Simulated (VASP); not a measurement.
# HgTe in VASP: notebook

Aim: see how the results for HgTe move with the level of theory and the settings. Levels: PBE, r2SCAN. Tasks: single point.

Everything below comes from runs of VASP 6.6.1. Logs are shortened: lines on timing, memory, paths and dates and some standing lists are left out, and cuts for length are marked.

**1. The cell of the first run**

It takes space group F-43m (No. 216, cubic). The conventional cell has a = 6.971 Å, b = 6.971 Å, c = 6.971 Å, α = 90.00°, β = 90.00°, γ = 90.00°. Hg (site symmetry -43m) has 4 Te at 3.02 Å within 4.0 Å. Te (site symmetry -43m) has 4 Hg at 3.02 Å within 4.0 Å.

**2. Single point, PBE (strain +6.0%)**

Contents of INCAR:

```
PREC     = Accurate       # precision mode
ENCUT    = 520            # plane-wave cutoff, eV
EDIFF    = 1E-6           # SCF threshold, eV
ISMEAR   = -1             # smearing method
SIGMA    = 0.02           # smearing width, eV
LREAL    = F              # projectors in reciprocal space
LASPH    = T              # aspherical terms in the spheres
NELM     = 100            # most SCF steps
ALGO     = Normal         # electronic algorithm
ISIF     = 2              # what is computed and relaxed
LWAVE    = F              # write WAVECAR
LCHARG   = T              # write CHGCAR
GGA      = PE             # functional
LELF     = T              # ELF
LVHAR    = T            
NBANDS   = 16             # bands
```

Contents of KPOINTS:

```
Automatic mesh
0
Gamma
  6 6 6
```

Contents of POSCAR:

```
HgTe
1.0
    0.0000000000      3.4855206148      3.4855206148
    3.4855206148      0.0000000000      3.4855206148
    3.4855206148      3.4855206148      0.0000000000
Hg Te
1 1
Direct
    0.0000000000      0.0000000000      0.0000000000
    0.2500000000      0.2500000000      0.2500000000
```

Potentials or basis: VASP PAW PBE potentials, release 64 (Hg, Te).

Launch:

```sh
cat potpaw_PBE.64/Hg/POTCAR potpaw_PBE.64/Te/POTCAR > POTCAR
mpirun -np 1 vasp_std > vasp.out
```

OUTCAR:

```text
PREC = Accurate
   ENCUT = 520
   EDIFF = 1E-6
   ISMEAR = -1
   LREAL = F
   LASPH = T
   NELM = 100
   ISIF = 2
   GGA = PE

 ion  position               nearest neighbor table
   1  0.000  0.000  0.000-   2 3.02   2 3.02   2 3.02   2 3.02
   2  0.250  0.250  0.250-   1 3.02   1 3.02   1 3.02   1 3.02

  LATTYP: Found a face centered cubic cell.
 ALAT       =     6.9710412296

  Lattice vectors:

 A1 = (   0.0000000000,   3.4855206148,   3.4855206148)
 A2 = (   3.4855206148,   0.0000000000,   3.4855206148)
 A3 = (   3.4855206148,   3.4855206148,   0.0000000000)

Analysis of symmetry for initial positions (statically):
=====================================================================
 Subroutine PRICEL returns:
 Original cell was already a primitive cell.

 Routine SETGRP: Setting up the symmetry group for a
 face centered cubic supercell.

 Subroutine GETGRP returns: Found 24 space group operations
 (whereof 24 operations were pure point group operations)
 out of a pool of 48 trial point group operations.

The static configuration has the point symmetry T_d .

Analysis of symmetry for dynamics (positions and initial velocities):
=====================================================================
 Subroutine PRICEL returns:
 Original cell was already a primitive cell.

 Routine SETGRP: Setting up the symmetry group for a
 face centered cubic supercell.

 Subroutine GETGRP returns: Found 24 space group operations
 (whereof 24 operations were pure point group operations)
 out of a pool of 48 trial point group operations.

The dynamic configuration has the point symmetry T_d .

 Subroutine INISYM returns: Found 24 space group operations
 (whereof 24 operations are pure point group operations),
 and found     1 'primitive' translations

----------------------------------------------------------------------------------------

                                     Primitive cell

  volume of cell :      84.6902

  direct lattice vectors                    reciprocal lattice vectors
     0.000000000  3.485520615  3.485520615    -0.143450593  0.143450593  0.143450593
     3.485520615  0.000000000  3.485520615     0.143450593 -0.143450593  0.143450593
     3.485520615  3.485520615  0.000000000     0.143450593  0.143450593 -0.143450593

  length of vectors
     4.929270525  4.929270525  4.929270525     0.248463716  0.248463716  0.248463716

  position of ions in fractional coordinates (direct lattice)
     0.000000000  0.000000000  0.000000000
     0.250000000  0.250000000  0.250000000

  ion indices of the primitive-cell ions
   primitive index   ion index
                 1           1
                 2           2

----------------------------------------------------------------------------------------

 KPOINTS: Automatic mesh

Automatic generation of k-mesh.
 Grid dimensions read from file:
 generate k-points for:    6    6    6

 Generating k-lattice:

  Cartesian coordinates                     Fractional coordinates (reciprocal lattice)
    -0.023908432  0.023908432  0.023908432     0.166666667  0.000000000  0.000000000
     0.023908432 -0.023908432  0.023908432     0.000000000  0.166666667  0.000000000
     0.023908432  0.023908432 -0.023908432     0.000000000  0.000000000  0.166666667

  Length of vectors
     0.041410619  0.041410619  0.041410619

  Shift w.r.t. Gamma in fractional coordinates (k-lattice)
     0.000000000  0.000000000  0.000000000

 Subroutine IBZKPT returns following result:
 ===========================================

 Found     16 irreducible k-points:

 Following reciprocal coordinates:
            Coordinates               Weight
  0.000000  0.000000  0.000000      1.000000
  0.166667  0.000000  0.000000      8.000000
  0.333333  0.000000  0.000000      8.000000
  0.500000  0.000000  0.000000      4.000000
  0.166667  0.166667  0.000000      6.000000
  0.333333  0.166667  0.000000     24.000000
[... 8 lines left out ...]
 -0.333333  0.333333  0.166667     24.000000
 -0.333333  0.500000  0.166667     12.000000
   k-points           NKPTS =     16   k-points in BZ     NKDIM =     16   number of bands    NBANDS=     16
   number of dos      NEDOS =    301   number of ions     NIONS =      2
   total plane-waves  NPLWV =  64000
   dimension x,y,z NGX =    40 NGY =   40 NGZ =   40
   dimension x,y,z NGXF=    80 NGYF=   80 NGZF=   80
   ions per type =               1   1
   NGX,Y,Z   is equivalent  to a cutoff of  13.49, 13.49, 13.49 a.u.
   NGXF,Y,Z  is equivalent  to a cutoff of  26.98, 26.98, 26.98 a.u.
 SYSTEM =  unknown system
   PREC   = accura    normal or accurate (medium, high low for compatibility)
   ISTART =      0    job   : 0-new  1-cont  2-samecut
   ICHARG =      2    charge: 1-file 2-atom 10-const
   ISPIN  =      1    spin polarized calculation?
   LNONCOLLINEAR =      F non collinear calculations
   LSORBIT =      F    spin-orbit coupling
   LASPH  =      T    aspherical Exc in radial PAW
   ENCUT  =  520.0 eV  38.22 Ry    6.18 a.u.   9.17  9.17  9.17*2*pi/ulx,y,z
   NELM   =    100;   NELMIN=  2; NELMDL= -5     # of ELM steps
   EDIFF  = 0.1E-05   stopping-criterion for ELM
   LREAL  =      F    real-space projection
   EDIFFG = 0.1E-04   stopping-criterion for IOM
   NSW    =      0    number of steps for IOM
   IBRION =     -1    ionic relax: 0-MD 1-quasi-New 2-CG
   NFREE  =      0    steps in history (QN), initial steepest desc. (CG)
   ISIF   =      2    stress and relaxation
   ISYM   =      2    0-nonsym 1-usesym 2-fastsym
   POTIM  = 0.5000    time-step for ionic-motion
   TEBEG  =    0.0;   TEEND  =   0.0 temperature during run
   PSTRESS=    0.0 pullay stress
   NELECT =      18.0000    total number of electrons
   NUPDOWN=      -1.0000    fix difference up-down
   EMIN   =  10.00;   EMAX   =-10.00  energy-range for DOS
   EFERMI =   0.00;   METHOD = LEGACY
   ISMEAR =    -1;   SIGMA  =   0.02  broadening in eV -4-tet -1-fermi 0-gaus
   EFERMI_NEDOS =   21; number of points for ismear=-14 and -15
   IALGO  =     38    algorithm
   IMIX   =      4    mixing-type and parameters
     AMIX     =   0.40;   BMIX     =  1.00
     AMIX_MAG =   1.60;   BMIX_MAG =  1.00
  volume/ion in A,a.u.               =      42.35       285.76
  Fermi-wavevector in a.u.,A,eV,Ry     =   0.976985  1.846234 12.986764  0.954500
  Thomas-Fermi vector in A             =   2.107647
   LORBIT       =      0    0 simple, 1 ext, 2 COOP (PROOUT), +10 PAW based schemes
   GGA     = PE    functional components
   LHFCALC =     F    Hartree Fock is set to
   AEXX    =    0.0000 exact exchange contribution
   IVDW    =     0    specifies the selected vdW correction
   LEPSILON=     F    determine dielectric tensor
   LRPA    =     F    only Hartree local field effects (RPA)
 non-spin polarized calculation
  energy-cutoff  :      520.00
  volume of cell :       84.69
 maximum number of plane-waves:      2301
 NGX is ok and might be reduce to    40
   NGX = 19   NGY = 19   NGZ = 19

 number of electron      18.0000002 magnetization

 Free energy of the ion-electron system (eV)
  ---------------------------------------------------
  ext. energy  EPLUGINS =         0.00000000
  ---------------------------------------------------
  free energy    TOTEN  =        -3.51417430 eV

  energy without entropy =       -3.51381814  energy(sigma->0) =       -3.51399622

 E-fermi :   1.0217     XC(G=0):  -7.7442

 val. band max:        1.0077591362   @ k =   0.0000   0.0000   0.0000
 cond. band min:       1.5709833010   @ k =   0.1667   0.0000   0.0000
 fundamental gap:      0.5632241647
 Fermi energy:         1.0216648140

 k-point     1 :       0.0000    0.0000    0.0000
  band No.  band energies     occupation
      1      -9.6457      2.00000
      2      -5.2899      2.00000
      3      -5.2899      2.00000
      4      -5.2899      2.00000
      5      -4.9922      2.00000
      6      -4.9922      2.00000
[... 8 lines left out ...]
     15      10.2203      0.00000
     16      10.2203      0.00000

 k-point     2 :       0.1667    0.0000    0.0000
  band No.  band energies     occupation
      1      -9.5672      2.00000
      2      -5.2693      2.00000
      3      -5.2693      2.00000
      4      -5.2356      2.00000
      5      -4.9930      2.00000
      6      -4.9930      2.00000
[... 8 lines left out ...]
     15       9.5184      0.00000
     16       9.5184      0.00000

 k-point     3 :       0.3333    0.0000    0.0000
  band No.  band energies     occupation
      1      -9.4023      2.00000
      2      -5.2332      2.00000
      3      -5.2332      2.00000
      4      -5.0330      2.00000
      5      -4.9878      2.00000
      6      -4.9878      2.00000
[... 8 lines left out ...]
     15       9.7296      0.00000
     16       9.7296      0.00000

 k-point     4 :       0.5000    0.0000    0.0000
  band No.  band energies     occupation
      1      -9.3158      2.00000
      2      -5.2187      2.00000
      3      -5.2187      2.00000
      4      -4.9807      2.00000
      5      -4.9807      2.00000
      6      -4.8185      2.00000
[... 8 lines left out ...]
     15      10.7043      0.00000
     16      10.7043      0.00000
[... 172 lines left out ...]
 k-point    14 :       0.5000    0.3333    0.1667
  band No.  band energies     occupation
      1      -9.2902      2.00000
      2      -5.1847      2.00000
      3      -5.1736      2.00000
      4      -5.0482      2.00000
      5      -4.9773      2.00000
      6      -4.8732      2.00000
[... 8 lines left out ...]
     15      10.6604      0.00000
     16      11.3932      0.00000

 k-point    15 :      -0.3333    0.3333    0.1667
  band No.  band energies     occupation
      1      -9.2321      2.00000
      2      -5.1710      2.00000
      3      -5.1585      2.00000
      4      -5.0150      2.00000
      5      -4.9902      2.00000
      6      -4.7283      2.00000
[... 8 lines left out ...]
     15      10.8296      0.00000
     16      11.2880      0.00000

 k-point    16 :      -0.3333    0.5000    0.1667
  band No.  band energies     occupation
      1      -9.2033      2.00000
      2      -5.1460      2.00000
      3      -5.1346      2.00000
      4      -5.0472      2.00000
      5      -4.9783      2.00000
      6      -4.6947      2.00000
[... 8 lines left out ...]
     15      11.2265      0.00000
     16      11.4382      0.00000

------------------------ aborting loop because EDIFF is reached ----------------------------------------

  FORCE on cell =-STRESS in cart. coord.  units (eV):
  Direction    XX          YY          ZZ          XY          YZ          ZX
  --------------------------------------------------------------------------------------
  -------------------------------------------------------------------------------------
  Total       -1.7353934     -1.7353934     -1.7353934      0.0000000      0.0000000     -0.0000000
  in kB      -32.8303535    -32.8303535    -32.8303535      0.0000000      0.0000000     -0.0000000
  external PRESSURE =     -32.8303535 kB  Pullay stress =       0.0000000 kB

 VOLUME and BASIS-vectors are now :
 -----------------------------------------------------------------------------
  energy-cutoff  :      520.00
  volume of cell :       84.69
      direct lattice vectors                 reciprocal lattice vectors
     0.000000000  3.485520615  3.485520615    -0.143450593  0.143450593  0.143450593
     3.485520615  0.000000000  3.485520615     0.143450593 -0.143450593  0.143450593
     3.485520615  3.485520615  0.000000000     0.143450593  0.143450593 -0.143450593

 POSITION                                       TOTAL-FORCE (eV/Angst)
 -----------------------------------------------------------------------------------
      0.00000      0.00000      0.00000        -0.000000     -0.000000     -0.000000
      1.74276      1.74276      1.74276         0.000000      0.000000      0.000000
 -----------------------------------------------------------------------------------
    total drift:                               -0.000000     -0.000000     -0.000000

  FREE ENERGIE OF THE ION-ELECTRON SYSTEM (eV)
  ---------------------------------------------------
  free  energy   TOTEN  =        -3.5141743014 eV

  energy  without entropy=       -3.5138181357  energy(sigma->0) =       -3.51399622
```

Run time: 25 s. Hardware: 1 thread of Intel Xeon 6975P-C, shared host; peak memory 0.24 GiB.

Results:

| Property | Result |
| --- | --- |
| Free energy | -3.5142 eV |
| Pressure | -3.3 GPa |
| Band gap on the k mesh | zero (filled and empty bands touch) |

Levels at points of the mesh, in eV from the Fermi level:
| k point | band 7 | band 8 | band 9 | band 10 | band 11 | band 12 |
| --- | --- | --- | --- | --- | --- | --- |
| (0.00, 0.00, 0.00) | -1.22 | -0.01 | -0.01 | -0.01 | 4.53 | 4.53 |
| (0.50, 0.00, 0.00) | -4.21 | -0.63 | -0.63 | 0.66 | 5.17 | 5.17 |
| (0.50, 0.50, 0.00) | -4.33 | -1.46 | -1.46 | 1.81 | 3.00 | 7.50 |

Caveat: the cell differs from its parent crystal (strain +6.0%); spin-orbit coupling is left out, which moves the levels of the heavy elements.

**3. Single point, r2SCAN (strain +6.0%)**

POSCAR is that of step 2.

Contents of INCAR.step1:

```
PREC = Accurate ; ENCUT = 520
ISMEAR = -1 ; SIGMA = 0.02
LREAL = F ; LASPH = T
NELM = 60 ; NBANDS = 16
GGA = PE ; ALGO = Normal
EDIFF = 1E-4 ; LWAVE = T
LCHARG = F
```

Contents of INCAR.step2:

```
PREC = Accurate ; ENCUT = 520
EDIFF = 1E-6 ; ISMEAR = -1
SIGMA = 0.02 ; LREAL = F
LASPH = T ; NELM = 60
ALGO = Normal ; ISIF = 2
LWAVE = F ; LCHARG = T
METAGGA = R2SCAN ; LMIXTAU = T
LELF = T ; LVHAR = T
NBANDS = 16 ; ISTART = 1
```

Contents of KPOINTS:

```
regular mesh
0
Gamma
  6 6 6
```

Potentials or basis: VASP PAW PBE potentials, release 64 (Hg, Te).

Launch:

```sh
cat potpaw_PBE.64/Hg/POTCAR potpaw_PBE.64/Te/POTCAR > POTCAR
cp INCAR.step1 INCAR
mpirun -np 1 vasp_std > vasp.out
cp INCAR.step2 INCAR
mpirun -np 1 vasp_std > vasp.out
```

It took 96 s on 1 thread of Intel Xeon 6975P-C, shared host; peak memory 0.26 GiB.

The run converged. Its results:

- Free energy: -74.9332 eV
- Pressure: -4.4 GPa
- Band gap on the k mesh: zero (filled and empty bands touch)

Levels at points of the mesh, in eV from the Fermi level:
```tsv
k point	band 6	band 7	band 8	band 9	band 10	band 11	band 12	band 13
(0.00, 0.00, 0.00)	-6.25	-0.96	-0.01	-0.01	-0.01	4.90	4.90	4.90
(0.50, 0.00, 0.00)	-6.06	-4.30	-0.65	-0.65	0.87	5.54	5.54	6.75
(0.50, 0.50, 0.00)	-5.99	-4.42	-1.51	-1.51	1.99	3.24	7.89	8.47
```

Caveat: the cell differs from its parent crystal (strain +6.0%); the PAW data sets were made with another functional, which shifts forces and pressure a little; spin-orbit coupling is left out, which moves the levels of the heavy elements.

(Continued in part 2 of 2.)
